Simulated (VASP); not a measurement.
# HfO2: single point with RPBE

The system is HfO2.

```
CELL_PARAMETERS angstrom
5.25403 0.00000 0.00000
0.00000 5.03791 0.00000
0.00000 0.00000 5.06602
ATOMIC_POSITIONS crystal
Hf 0.96699 0.73252 0.74144
Hf 0.53301 0.73252 0.24144
Hf 0.46699 0.26748 0.74144
Hf 0.03301 0.26748 0.24144
O 0.63213 0.92865 0.87927
O 0.86787 0.92865 0.37927
O 0.23395 0.53988 0.49229
O 0.26605 0.53988 0.99229
O 0.76605 0.46012 0.99229
O 0.73395 0.46012 0.49229
O 0.13213 0.07135 0.87927
O 0.36787 0.07135 0.37927
```

| Property | Result |
| --- | --- |
| Program | VASP 6.6.1 |
| Task | single point |
| Functional | RPBE |
| Potentials or basis | VASP PAW PBE potentials, release 64 (Hf_pv, O) |
| Cutoff | 520 eV |
| k mesh | 5 × 6 × 5 |
| Occupations | fermi-dirac, width 0.05 eV |
| Spin | no spin polarisation |
| Dipole correction | no |
| Further INCAR settings | ALGO = Normal; EDIFF = 1e-07; NBANDS = 56 |

* Pressure: 6.0 GPa
* Largest force: 0.045 eV/Å
* Band gap on the k mesh: 4.45 eV, indirect (least direct gap 4.64 eV)

Forces in eV/Å, atoms in the order of the input:
```
Hf  -0.020  0.035  0.020
Hf   0.020  0.035  0.020
Hf  -0.020 -0.035  0.020
Hf   0.020 -0.035  0.020
O   -0.007  0.005  0.005
O    0.007  0.005  0.005
O   -0.011  0.010 -0.025
O    0.011  0.010 -0.025
O    0.011 -0.010 -0.025
O   -0.011 -0.010 -0.025
O   -0.007 -0.005  0.005
O    0.007 -0.005  0.005
```

Levels at points of the mesh, in eV from the valence-band top:
```csv
k point,band 42,band 43,band 44,band 45,band 46,band 47
"(0.00, 0.00, 0.00)",-0.22,-0.10,0.00,4.95,5.18,5.29
"(0.00, 0.50, 0.00)",-0.42,-0.18,-0.13,4.52,4.88,4.97
```

It took 4.1 min on 1 thread of Intel(R) Xeon(R) Platinum 8488C (Sapphire Rapids), with other jobs on the host, peak memory 0.36 GiB.

Caveat: the PAW data sets were made with another functional, which shifts forces and pressure a little; spin-orbit coupling is left out, which moves the levels of the heavy elements. Expect the measured gap to be larger: semilocal functionals such as RPBE lack the derivative discontinuity.
